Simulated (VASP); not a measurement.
# MgO (P6_3mc) in VASP: notebook

MgO is run at these levels: PBEsol, LDA; tasks: single point, relaxation of cell and atoms.

Program: VASP 6.6.1. These are calculated values, not measurements. Logs are shortened: lines on timing, memory, paths and dates and some standing lists are left out, and cuts for length are marked.

## 1. The cell of the first run

The structure is hexagonal, space group P6_3mc (No. 186). The conventional cell has a = 3.308 Å, b = 3.308 Å, c = 4.983 Å, α = 90.00°, β = 90.00°, γ = 120.00°. Mg (site symmetry 3m) has 4 O at 1.97 to 1.99 Å within 2.6 Å. O (site symmetry 3m) has 4 Mg at 1.97 to 1.99 Å within 2.6 Å.

## 2. Single point, PBEsol

INCAR reads:

```
ALGO = Normal ; EDIFF = 1E-6
ENCUT = 520 ; GGA = PS
ISIF = 2 ; ISMEAR = 0
LASPH = T ; LCHARG = F
LREAL = F ; LWAVE = F
NBANDS = 16 ; NELM = 80
PREC = Accurate ; SIGMA = 0.1
```

KPOINTS reads:

```
k-points
0
Gamma
  6 6 4
```

POSCAR reads:

```
MgO
1.0
    3.3077869865      0.0000000000      0.0000000000
   -1.6538934933      2.8646275606      0.0000000000
    0.0000000000      0.0000000000      4.9828816700
Mg O
2 2
Direct
    0.3333333300      0.6666666700      0.0021597400
    0.6666666700      0.3333333300      0.5021597400
    0.3333333300      0.6666666700      0.4024402600
    0.6666666700      0.3333333300      0.9024402600
```

Potentials or basis: VASP PAW PBE potentials, release 64 (Mg, O).

Started as:

```sh
> cat potpaw_PBE.64/Mg/POTCAR potpaw_PBE.64/O/POTCAR > POTCAR
> mpirun -np 1 vasp_std > vasp.out
```

OUTCAR:

```text
EDIFF = 1E-6
   ENCUT = 520
   GGA = PS
   ISIF = 2
   ISMEAR = 0
   LASPH = T
   LREAL = F
   NELM = 80
   PREC = Accurate

 ion  position               nearest neighbor table
   1  0.333  0.667  0.002-   4 1.97   4 1.97   4 1.97   3 1.99   2 3.14   2 3.14   2 3.14   2 3.14
                             2 3.14   2 3.14
   2  0.667  0.333  0.502-   3 1.97   3 1.97   3 1.97   4 1.99   1 3.14   1 3.14   1 3.14   1 3.14
                             1 3.14   1 3.14
   3  0.333  0.667  0.402-   2 1.97   2 1.97   2 1.97   1 1.99
   4  0.667  0.333  0.902-   1 1.97   1 1.97   1 1.97   2 1.99

  LATTYP: Found a hexagonal cell.
 ALAT       =     3.3077869865
 C/A-ratio  =     1.5064094787

  Lattice vectors:

 A1 = (   3.3077869865,   0.0000000000,   0.0000000000)
 A2 = (  -1.6538934933,   2.8646275606,   0.0000000000)
 A3 = (   0.0000000000,   0.0000000000,   4.9828816700)

Analysis of symmetry for initial positions (statically):
=====================================================================
 Subroutine PRICEL returns:
 Original cell was already a primitive cell.

 Routine SETGRP: Setting up the symmetry group for a
 hexagonal supercell.

 Subroutine GETGRP returns: Found 12 space group operations
 (whereof  6 operations were pure point group operations)
 out of a pool of 24 trial point group operations.

The static configuration has the point symmetry C_3v.
 The point group associated with its full space group is C_6v.

Analysis of symmetry for dynamics (positions and initial velocities):
=====================================================================
 Subroutine PRICEL returns:
 Original cell was already a primitive cell.

 Routine SETGRP: Setting up the symmetry group for a
 hexagonal supercell.

 Subroutine GETGRP returns: Found 12 space group operations
 (whereof  6 operations were pure point group operations)
 out of a pool of 24 trial point group operations.

The dynamic configuration has the point symmetry C_3v.
 The point group associated with its full space group is C_6v.

 Subroutine INISYM returns: Found 12 space group operations
 (whereof  6 operations are pure point group operations),
 and found     1 'primitive' translations

----------------------------------------------------------------------------------------

                                     Primitive cell

  volume of cell :      47.2157

  direct lattice vectors                    reciprocal lattice vectors
     3.307786987  0.000000000  0.000000000     0.302316928  0.174542760  0.000000000
    -1.653893493  2.864627561  0.000000000     0.000000000  0.349085519  0.000000000
     0.000000000  0.000000000  4.982881670     0.000000000  0.000000000  0.200687086

  length of vectors
     3.307786987  3.307786987  4.982881670     0.349085519  0.349085519  0.200687086

  position of ions in fractional coordinates (direct lattice)
     0.333333330  0.666666670  0.002159740
     0.666666670  0.333333330  0.502159740
     0.333333330  0.666666670  0.402440260
     0.666666670  0.333333330  0.902440260

  ion indices of the primitive-cell ions
   primitive index   ion index
                 1           1
                 2           2
                 3           3
                 4           4

----------------------------------------------------------------------------------------

 KPOINTS: k-points

Automatic generation of k-mesh.
 Grid dimensions read from file:
 generate k-points for:    6    6    4

 Generating k-lattice:

  Cartesian coordinates                     Fractional coordinates (reciprocal lattice)
     0.050386155  0.029090460  0.000000000     0.166666667  0.000000000  0.000000000
     0.000000000  0.058180920  0.000000000     0.000000000  0.166666667  0.000000000
     0.000000000  0.000000000  0.050171771     0.000000000  0.000000000  0.250000000

  Length of vectors
     0.058180920  0.058180920  0.050171771

  Shift w.r.t. Gamma in fractional coordinates (k-lattice)
     0.000000000  0.000000000  0.000000000

 Subroutine IBZKPT returns following result:
 ===========================================

 Found     21 irreducible k-points:

 Following reciprocal coordinates:
            Coordinates               Weight
  0.000000  0.000000  0.000000      1.000000
  0.166667  0.000000  0.000000      6.000000
  0.333333  0.000000  0.000000      6.000000
  0.500000  0.000000  0.000000      3.000000
  0.166667  0.166667  0.000000      6.000000
  0.333333  0.166667  0.000000     12.000000
[... 13 lines left out ...]
  0.333333  0.166667  0.500000     12.000000
  0.333333  0.333333  0.500000      2.000000
   k-points           NKPTS =     21   k-points in BZ     NKDIM =     21   number of bands    NBANDS=     16
   number of dos      NEDOS =    301   number of ions     NIONS =      4
   total plane-waves  NPLWV =  31360
   dimension x,y,z NGX =    28 NGY =   28 NGZ =   40
   dimension x,y,z NGXF=    56 NGYF=   56 NGZF=   80
   ions per type =               2   2
   NGX,Y,Z   is equivalent  to a cutoff of  14.07, 14.07, 13.35 a.u.
   NGXF,Y,Z  is equivalent  to a cutoff of  28.15, 28.15, 26.69 a.u.
 SYSTEM =  unknown system
   PREC   = accura    normal or accurate (medium, high low for compatibility)
   ISTART =      0    job   : 0-new  1-cont  2-samecut
   ICHARG =      2    charge: 1-file 2-atom 10-const
   ISPIN  =      1    spin polarized calculation?
   LNONCOLLINEAR =      F non collinear calculations
   LSORBIT =      F    spin-orbit coupling
   LASPH  =      T    aspherical Exc in radial PAW
   ENCUT  =  520.0 eV  38.22 Ry    6.18 a.u.   6.15  6.15  9.26*2*pi/ulx,y,z
   NELM   =     80;   NELMIN=  2; NELMDL= -5     # of ELM steps
   EDIFF  = 0.1E-05   stopping-criterion for ELM
   LREAL  =      F    real-space projection
   EDIFFG = 0.1E-04   stopping-criterion for IOM
   NSW    =      0    number of steps for IOM
   IBRION =     -1    ionic relax: 0-MD 1-quasi-New 2-CG
   NFREE  =      0    steps in history (QN), initial steepest desc. (CG)
   ISIF   =      2    stress and relaxation
   ISYM   =      2    0-nonsym 1-usesym 2-fastsym
   POTIM  = 0.5000    time-step for ionic-motion
   TEBEG  =    0.0;   TEEND  =   0.0 temperature during run
   PSTRESS=    0.0 pullay stress
   NELECT =      16.0000    total number of electrons
   NUPDOWN=      -1.0000    fix difference up-down
   EMIN   =  10.00;   EMAX   =-10.00  energy-range for DOS
   EFERMI =   0.00;   METHOD = LEGACY
   ISMEAR =     0;   SIGMA  =   0.10  broadening in eV -4-tet -1-fermi 0-gaus
   EFERMI_NEDOS =   21; number of points for ismear=-14 and -15
   IALGO  =     38    algorithm
   IMIX   =      4    mixing-type and parameters
     AMIX     =   0.40;   BMIX     =  1.00
     AMIX_MAG =   1.60;   BMIX_MAG =  1.00
  volume/ion in A,a.u.               =      11.80        79.66
  Fermi-wavevector in a.u.,A,eV,Ry     =   1.141351  2.156842 17.724080  1.302683
  Thomas-Fermi vector in A             =   2.278052
   LORBIT       =      0    0 simple, 1 ext, 2 COOP (PROOUT), +10 PAW based schemes
   GGA     = PS    functional components
   LHFCALC =     F    Hartree Fock is set to
   AEXX    =    0.0000 exact exchange contribution
   IVDW    =     0    specifies the selected vdW correction
   LEPSILON=     F    determine dielectric tensor
   LRPA    =     F    only Hartree local field effects (RPA)
 non-spin polarized calculation
 Gauss-broadening in eV      SIGMA  =   0.10
  energy-cutoff  :      520.00
  volume of cell :       47.22
 maximum number of plane-waves:      1303
 NGX is ok and might be reduce to    28
   NGX = 13   NGY = 13   NGZ = 19

 number of electron      15.9999997 magnetization

 Free energy of the ion-electron system (eV)
  ---------------------------------------------------
  ext. energy  EPLUGINS =         0.00000000
  ---------------------------------------------------
  free energy    TOTEN  =       -24.55000226 eV

  energy without entropy =      -24.55000226  energy(sigma->0) =      -24.55000226

 E-fermi :   1.4750     XC(G=0):  -9.9795

 val. band max:        1.0328165187   @ k =   0.0000   0.0000   0.0000
 cond. band min:       4.3766972959   @ k =   0.0000   0.0000   0.0000
 fundamental gap:      3.3438807772
 Fermi energy:         1.4749793247

 k-point     1 :       0.0000    0.0000    0.0000
  band No.  band energies     occupation
      1     -15.1654      2.00000
      2     -14.3340      2.00000
      3      -2.3038      2.00000
      4       0.2373      2.00000
      5       0.2373      2.00000
      6       0.5827      2.00000
[... 8 lines left out ...]
     15      17.3637      0.00000
     16      17.3637      0.00000

 k-point     2 :       0.1667    0.0000    0.0000
  band No.  band energies     occupation
      1     -15.0286      2.00000
      2     -14.2915      2.00000
      3      -2.0373      2.00000
      4      -0.4471      2.00000
      5      -0.0744      2.00000
      6       0.0720      2.00000
[... 8 lines left out ...]
     15      16.4739      0.00000
     16      16.7265      0.00000

 k-point     3 :       0.3333    0.0000    0.0000
  band No.  band energies     occupation
      1     -14.7144      2.00000
      2     -14.2346      2.00000
      3      -1.6504      2.00000
      4      -1.3383      2.00000
      5      -0.8459      2.00000
      6      -0.1873      2.00000
[... 8 lines left out ...]
     15      15.3363      0.00000
     16      16.4878      0.00000

 k-point     4 :       0.5000    0.0000    0.0000
  band No.  band energies     occupation
      1     -14.5048      2.00000
      2     -14.2511      2.00000
      3      -2.1302      2.00000
      4      -1.1950      2.00000
      5      -0.7542      2.00000
      6      -0.2997      2.00000
[... 8 lines left out ...]
     15      15.0335      0.00000
     16      16.8465      0.00000

 k-point     5 :       0.1667    0.1667    0.0000
  band No.  band energies     occupation
      1     -14.8017      2.00000
      2     -14.2423      2.00000
      3      -1.5614      2.00000
      4      -1.2095      2.00000
      5      -0.7873      2.00000
      6      -0.0469      2.00000
[... 8 lines left out ...]
     15      15.3490      0.00000
     16      16.7406      0.00000

 k-point     6 :       0.3333    0.1667    0.0000
  band No.  band energies     occupation
      1     -14.5146      2.00000
      2     -14.2436      2.00000
      3      -1.8858      2.00000
      4      -1.0905      2.00000
      5      -0.7902      2.00000
      6      -0.5143      2.00000
[... 8 lines left out ...]
     15      14.8390      0.00000
     16      16.8295      0.00000
[... 210 lines left out ...]
 k-point    18 :       0.5000    0.0000    0.5000
  band No.  band energies     occupation
      1     -14.3692      2.00000
      2     -14.3692      2.00000
      3      -2.1644      2.00000
      4      -2.1644      2.00000
      5       0.0796      2.00000
      6       0.0796      2.00000
[... 8 lines left out ...]
     15      15.9902      0.00000
     16      15.9902      0.00000

 k-point    19 :       0.1667    0.1667    0.5000
  band No.  band energies     occupation
      1     -14.5234      2.00000
      2     -14.5234      2.00000
      3      -1.6257      2.00000
      4      -1.6257      2.00000
      5      -0.0606      2.00000
      6      -0.0606      2.00000
[... 8 lines left out ...]
     15      16.0654      0.00000
     16      16.0654      0.00000

 k-point    20 :       0.3333    0.1667    0.5000
  band No.  band energies     occupation
      1     -14.3707      2.00000
      2     -14.3707      2.00000
      3      -1.9351      2.00000
      4      -1.9351      2.00000
      5      -0.4669      2.00000
      6      -0.4669      2.00000
[... 8 lines left out ...]
     15      16.3510      0.00000
     16      16.3510      0.00000

 k-point    21 :       0.3333    0.3333    0.5000
  band No.  band energies     occupation
      1     -14.3199      2.00000
      2     -14.3199      2.00000
      3      -1.6452      2.00000
      4      -1.6452      2.00000
      5      -1.1267      2.00000
      6      -1.1267      2.00000
[... 8 lines left out ...]
     15      16.8201      0.00000
     16      16.8201      0.00000

------------------------ aborting loop because EDIFF is reached ----------------------------------------

  FORCE on cell =-STRESS in cart. coord.  units (eV):
  Direction    XX          YY          ZZ          XY          YZ          ZX
  --------------------------------------------------------------------------------------
  -------------------------------------------------------------------------------------
  Total        0.0133508      0.0133508      0.0273896     -0.0000000      0.0000000      0.0000000
  in kB        0.4530359      0.4530359      0.9294155     -0.0000000      0.0000000      0.0000000
  external PRESSURE =       0.6118291 kB  Pullay stress =       0.0000000 kB

 VOLUME and BASIS-vectors are now :
 -----------------------------------------------------------------------------
  energy-cutoff  :      520.00
  volume of cell :       47.22
      direct lattice vectors                 reciprocal lattice vectors
     3.307786987  0.000000000  0.000000000     0.302316928  0.174542760  0.000000000
    -1.653893493  2.864627561  0.000000000     0.000000000  0.349085519  0.000000000
     0.000000000  0.000000000  4.982881670     0.000000000  0.000000000  0.200687086

 POSITION                                       TOTAL-FORCE (eV/Angst)
 -----------------------------------------------------------------------------------
     -0.00000      1.90975      0.01076         0.000000     -0.000000      0.009297
      1.65389      0.95488      2.50220        -0.000000      0.000000      0.009297
     -0.00000      1.90975      2.00531        -0.000000      0.000000     -0.009297
      1.65389      0.95488      4.49675         0.000000     -0.000000     -0.009297
 -----------------------------------------------------------------------------------
    total drift:                               -0.000017      0.000010      0.001727

  FREE ENERGIE OF THE ION-ELECTRON SYSTEM (eV)
  ---------------------------------------------------
  free  energy   TOTEN  =       -24.5500022621 eV

  energy  without entropy=      -24.5500022621  energy(sigma->0) =      -24.55000226
```

Run time: 33 s. Hardware: 1 thread of AMD EPYC 7R13, shared host; peak memory 0.15 GiB.

What came out:

* Free energy: -24.5500 eV
* Pressure: 0.1 GPa
* Largest force: 0.009 eV/Å
* Band gap on the k mesh: 3.34 eV, direct

Forces on the atoms (eV/Å):
```
Mg   0.000  0.000  0.009
Mg   0.000  0.000  0.009
O    0.000  0.000 -0.009
O    0.000  0.000 -0.009
```

Levels at points of the mesh, in eV from the valence-band top:
```tsv
k point	band 4	band 5	band 6	band 7	band 8	band 9	band 10	band 11	band 12	band 13
(0.00, 0.00, 0.00)	-0.80	-0.80	-0.45	-0.45	0.00	3.34	8.40	10.22	13.95	13.95
(0.50, 0.00, 0.00)	-2.23	-1.79	-1.33	-0.85	-0.52	7.61	7.94	9.09	10.63	12.76
(0.00, 0.00, 0.50)	-2.06	-0.63	-0.63	-0.63	-0.63	5.88	5.88	13.09	13.09	14.44
(0.50, 0.00, 0.50)	-3.20	-0.95	-0.95	-0.73	-0.73	7.21	7.21	10.69	10.69	13.54
```

Caveat: the PAW data sets were made with another functional, which shifts forces and pressure a little. A hybrid or GW would open this gap; PBEsol tends to underestimate it.

[end of part 1 of 2]
